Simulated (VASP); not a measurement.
# In (Pm-3m) in VASP: notebook

In is run at these levels: LDA; tasks: single point.

Program: VASP 6.6.1. These are calculated values, not measurements. Logs are shortened: lines on timing, memory, paths and dates and some standing lists are left out, and cuts for length are marked.

## Step 1: The cell of the first run

Symmetry: Pm-3m, No. 221, cubic system. The conventional cell has a = 2.971 Å, b = 2.971 Å, c = 2.971 Å, α = 90.00°, β = 90.00°, γ = 90.00°. In (site symmetry m-3m) has 6 In at 2.97 Å within 3.9 Å.

## Step 2: Single point, LDA

INCAR reads:

```
SYSTEM = In
ALGO = Normal ; EDIFF = 1E-6
ENCUT = 520 ; ISIF = 2
ISMEAR = -1 ; LASPH = .TRUE.
LCHARG = .TRUE. ; LELF = .TRUE.
LREAL = .FALSE. ; LVHAR = .TRUE.
LWAVE = .FALSE. ; NBANDS = 12
NELM = 60 ; PREC = Accurate
SIGMA = 0.1
```

KPOINTS reads:

```
k-points
0
G
  10 10 10
  0 0 0
```

POSCAR reads:

```
In
1.0
    2.9714946025      0.0000000000      0.0000000000
    0.0000000000      2.9714946025      0.0000000000
    0.0000000000      0.0000000000      2.9714946025
In
1
Direct
    0.0000000000      0.0000000000      0.0000000000
```

Potentials or basis: VASP PAW LDA potentials, release 64 (In_d).

Started as:

```bash
$ cat potpaw_LDA.64/In_d/POTCAR > POTCAR
$ mpirun -np 1 vasp_std > vasp.out
```

OUTCAR:

```text
SYSTEM = In
   EDIFF = 1E-6
   ENCUT = 520
   ISIF = 2
   ISMEAR = -1
   LASPH = .TRUE.
   LREAL = .FALSE.
   NELM = 60
   PREC = Accurate

 ion  position               nearest neighbor table
   1  0.000  0.000  0.000-

  LATTYP: Found a simple cubic cell.
 ALAT       =     2.9714946025

  Lattice vectors:

 A1 = (   2.9714946025,   0.0000000000,   0.0000000000)
 A2 = (   0.0000000000,   2.9714946025,   0.0000000000)
 A3 = (   0.0000000000,   0.0000000000,   2.9714946025)

Analysis of symmetry for initial positions (statically):
=====================================================================
 Subroutine PRICEL returns:
 Original cell was already a primitive cell.

 Routine SETGRP: Setting up the symmetry group for a
 simple cubic supercell.

 Subroutine GETGRP returns: Found 48 space group operations
 (whereof 48 operations were pure point group operations)
 out of a pool of 48 trial point group operations.

The static configuration has the point symmetry O_h .

Analysis of symmetry for dynamics (positions and initial velocities):
=====================================================================
 Subroutine PRICEL returns:
 Original cell was already a primitive cell.

 Routine SETGRP: Setting up the symmetry group for a
 simple cubic supercell.

 Subroutine GETGRP returns: Found 48 space group operations
 (whereof 48 operations were pure point group operations)
 out of a pool of 48 trial point group operations.

The dynamic configuration has the point symmetry O_h .

 Subroutine INISYM returns: Found 48 space group operations
 (whereof 48 operations are pure point group operations),
 and found     1 'primitive' translations

----------------------------------------------------------------------------------------

                                     Primitive cell

  volume of cell :      26.2376

  direct lattice vectors                    reciprocal lattice vectors
     2.971494602  0.000000000  0.000000000     0.336530983  0.000000000  0.000000000
     0.000000000  2.971494602  0.000000000     0.000000000  0.336530983  0.000000000
     0.000000000  0.000000000  2.971494602     0.000000000  0.000000000  0.336530983

  length of vectors
     2.971494602  2.971494602  2.971494602     0.336530983  0.336530983  0.336530983

  position of ions in fractional coordinates (direct lattice)
     0.000000000  0.000000000  0.000000000

  ion indices of the primitive-cell ions
   primitive index   ion index
                 1           1

----------------------------------------------------------------------------------------

 KPOINTS: k-points

Automatic generation of k-mesh.
 Grid dimensions read from file:
 generate k-points for:   10   10   10

 Generating k-lattice:

  Cartesian coordinates                     Fractional coordinates (reciprocal lattice)
     0.033653098  0.000000000  0.000000000     0.100000000  0.000000000  0.000000000
     0.000000000  0.033653098  0.000000000     0.000000000  0.100000000  0.000000000
     0.000000000  0.000000000  0.033653098     0.000000000  0.000000000  0.100000000

  Length of vectors
     0.033653098  0.033653098  0.033653098

  Shift w.r.t. Gamma in fractional coordinates (k-lattice)
     0.000000000  0.000000000  0.000000000

 Subroutine IBZKPT returns following result:
 ===========================================

 Found     56 irreducible k-points:

 Following reciprocal coordinates:
            Coordinates               Weight
  0.000000  0.000000  0.000000      1.000000
  0.100000  0.000000  0.000000      6.000000
  0.200000  0.000000  0.000000      6.000000
  0.300000  0.000000  0.000000      6.000000
  0.400000  0.000000  0.000000      6.000000
  0.500000  0.000000  0.000000      3.000000
[... 16 lines left out ...]
  0.200000  0.100000  0.100000     24.000000
  0.300000  0.100000  0.100000     24.000000
 [... further k-points ...]
   k-points           NKPTS =     56   k-points in BZ     NKDIM =     56   number of bands    NBANDS=     12
   number of dos      NEDOS =    301   number of ions     NIONS =      1
   total plane-waves  NPLWV =  13824
   dimension x,y,z NGX =    24 NGY =   24 NGZ =   24
   dimension x,y,z NGXF=    48 NGYF=   48 NGZF=   48
   ions per type =               1
   NGX,Y,Z   is equivalent  to a cutoff of  13.43, 13.43, 13.43 a.u.
   NGXF,Y,Z  is equivalent  to a cutoff of  26.85, 26.85, 26.85 a.u.
 SYSTEM =  In
   PREC   = accura    normal or accurate (medium, high low for compatibility)
   ISTART =      0    job   : 0-new  1-cont  2-samecut
   ICHARG =      2    charge: 1-file 2-atom 10-const
   ISPIN  =      1    spin polarized calculation?
   LNONCOLLINEAR =      F non collinear calculations
   LSORBIT =      F    spin-orbit coupling
   LASPH  =      T    aspherical Exc in radial PAW
   ENCUT  =  520.0 eV  38.22 Ry    6.18 a.u.   5.53  5.53  5.53*2*pi/ulx,y,z
   NELM   =     60;   NELMIN=  2; NELMDL= -5     # of ELM steps
   EDIFF  = 0.1E-05   stopping-criterion for ELM
   LREAL  =      F    real-space projection
   EDIFFG = 0.1E-04   stopping-criterion for IOM
   NSW    =      0    number of steps for IOM
   IBRION =     -1    ionic relax: 0-MD 1-quasi-New 2-CG
   NFREE  =      0    steps in history (QN), initial steepest desc. (CG)
   ISIF   =      2    stress and relaxation
   ISYM   =      2    0-nonsym 1-usesym 2-fastsym
   POTIM  = 0.5000    time-step for ionic-motion
   TEBEG  =    0.0;   TEEND  =   0.0 temperature during run
   PSTRESS=    0.0 pullay stress
   NELECT =      13.0000    total number of electrons
   NUPDOWN=      -1.0000    fix difference up-down
   EMIN   =  10.00;   EMAX   =-10.00  energy-range for DOS
   EFERMI =   0.00;   METHOD = LEGACY
   ISMEAR =    -1;   SIGMA  =   0.10  broadening in eV -4-tet -1-fermi 0-gaus
   EFERMI_NEDOS =   21; number of points for ismear=-14 and -15
   IALGO  =     38    algorithm
   IMIX   =      4    mixing-type and parameters
     AMIX     =   0.40;   BMIX     =  1.00
     AMIX_MAG =   1.60;   BMIX_MAG =  1.00
  volume/ion in A,a.u.               =      26.24       177.06
  Fermi-wavevector in a.u.,A,eV,Ry     =   1.295431  2.448010 22.832506  1.678142
  Thomas-Fermi vector in A             =   2.426951
   LORBIT       =      0    0 simple, 1 ext, 2 COOP (PROOUT), +10 PAW based schemes
   GGA     = CA    functional components
   LHFCALC =     F    Hartree Fock is set to
   AEXX    =    0.0000 exact exchange contribution
   IVDW    =     0    specifies the selected vdW correction
   LEPSILON=     F    determine dielectric tensor
   LRPA    =     F    only Hartree local field effects (RPA)
 non-spin polarized calculation
  energy-cutoff  :      520.00
  volume of cell :       26.24
 maximum number of plane-waves:       739
 NGX is ok and might be reduce to    24
   NGX = 11   NGY = 11   NGZ = 11

 number of electron      13.0000004 magnetization

 Free energy of the ion-electron system (eV)
  ---------------------------------------------------
  ext. energy  EPLUGINS =         0.00000000
  ---------------------------------------------------
  free energy    TOTEN  =        -3.15628689 eV

  energy without entropy =       -3.13921370  energy(sigma->0) =       -3.14775030

 E-fermi :   7.0054     XC(G=0): -10.4282

 val. band max:        6.9573299325   @ k =   0.4000   0.3000   0.2000
 cond. band min:       7.0198347005   @ k =   0.5000   0.5000   0.2000
 fundamental gap:      0.0625047680
 Fermi energy:         7.0053656230

 k-point     1 :       0.0000    0.0000    0.0000
  band No.  band energies     occupation
      1      -8.0511      2.00000
      2      -8.0511      2.00000
      3      -7.1625      2.00000
      4      -7.1625      2.00000
      5      -7.1625      2.00000
      6      -2.5594      2.00000
      7      14.6339      0.00000
      8      14.6339      0.00000
      9      14.6339      0.00000
     10      18.1152      0.00000
     11      18.1152      0.00000
     12      19.4322      0.00000

 k-point     2 :       0.1000    0.0000    0.0000
  band No.  band energies     occupation
      1      -8.0454      2.00000
      2      -7.9928      2.00000
      3      -7.1866      2.00000
      4      -7.1866      2.00000
      5      -7.1605      2.00000
      6      -2.3788      2.00000
      7      12.7029      0.00000
      8      14.8460      0.00000
      9      14.8460      0.00000
     10      18.2086      0.00000
     11      18.8902      0.00000
     12      20.9055      0.00000

 k-point     3 :       0.2000    0.0000    0.0000
  band No.  band energies     occupation
      1      -8.0305      2.00000
      2      -7.8424      2.00000
      3      -7.2491      2.00000
      4      -7.2491      2.00000
      5      -7.1552      2.00000
      6      -1.8285      2.00000
      7       9.8428      0.00000
      8      15.4574      0.00000
      9      15.4574      0.00000
     10      18.4906      0.00000
     11      19.2371      0.00000
     12      24.3434      0.00000
[... 286 lines left out ...]
 k-point    23 :       0.2000    0.1000    0.1000
  band No.  band energies     occupation
      1      -7.9395      2.00000
      2      -7.7974      2.00000
      3      -7.2803      2.00000
      4      -7.2730      2.00000
      5      -7.2037      2.00000
      6      -1.4694      2.00000
      7      10.1922      0.00000
      8      13.5002      0.00000
      9      13.8245      0.00000
     10      20.7773      0.00000
     11      21.3619      0.00000
     12      23.9254      0.00000

 k-point    24 :       0.3000    0.1000    0.1000
  band No.  band energies     occupation
      1      -7.9216      2.00000
      2      -7.6078      2.00000
      3      -7.3619      2.00000
      4      -7.3523      2.00000
      5      -7.1963      2.00000
      6      -0.5424      2.00000
      7       7.4821      0.01686
      8      14.3676      0.00000
      9      14.7028      0.00000
     10      20.6495      0.00000
     11      20.9063      0.00000
     12      22.6349      0.00000

 [... further k-points ...]

------------------------ aborting loop because EDIFF is reached ----------------------------------------

  FORCE on cell =-STRESS in cart. coord.  units (eV):
  Direction    XX          YY          ZZ          XY          YZ          ZX
  --------------------------------------------------------------------------------------
  -------------------------------------------------------------------------------------
  Total        0.0077554      0.0077554      0.0077554      0.0000000     -0.0000000     -0.0000000
  in kB        0.4735758      0.4735758      0.4735758      0.0000000     -0.0000000     -0.0000000
  external PRESSURE =       0.4735758 kB  Pullay stress =       0.0000000 kB

 VOLUME and BASIS-vectors are now :
 -----------------------------------------------------------------------------
  energy-cutoff  :      520.00
  volume of cell :       26.24
      direct lattice vectors                 reciprocal lattice vectors
     2.971494602  0.000000000  0.000000000     0.336530983  0.000000000  0.000000000
     0.000000000  2.971494602  0.000000000     0.000000000  0.336530983  0.000000000
     0.000000000  0.000000000  2.971494602     0.000000000  0.000000000  0.336530983

 POSITION                                       TOTAL-FORCE (eV/Angst)
 -----------------------------------------------------------------------------------
      0.00000      0.00000      0.00000         0.000000      0.000000      0.000000
 -----------------------------------------------------------------------------------
    total drift:                                0.000000     -0.000000      0.000000

  FREE ENERGIE OF THE ION-ELECTRON SYSTEM (eV)
  ---------------------------------------------------
  free  energy   TOTEN  =        -3.1562868940 eV

  energy  without entropy=       -3.1392137020  energy(sigma->0) =       -3.14775030
```

Run time: 7.9 s. Hardware: 1 thread of Intel Xeon Platinum 8488C (Sapphire Rapids), shared host; peak memory 0.13 GiB.

Results:

```yaml
Free_energy: -3.1563 eV
Pressure: 0.0 GPa
```

Caveat: spin-orbit coupling is left out, which moves the levels of the heavy elements.

(Part 1 of 2 ends here.)
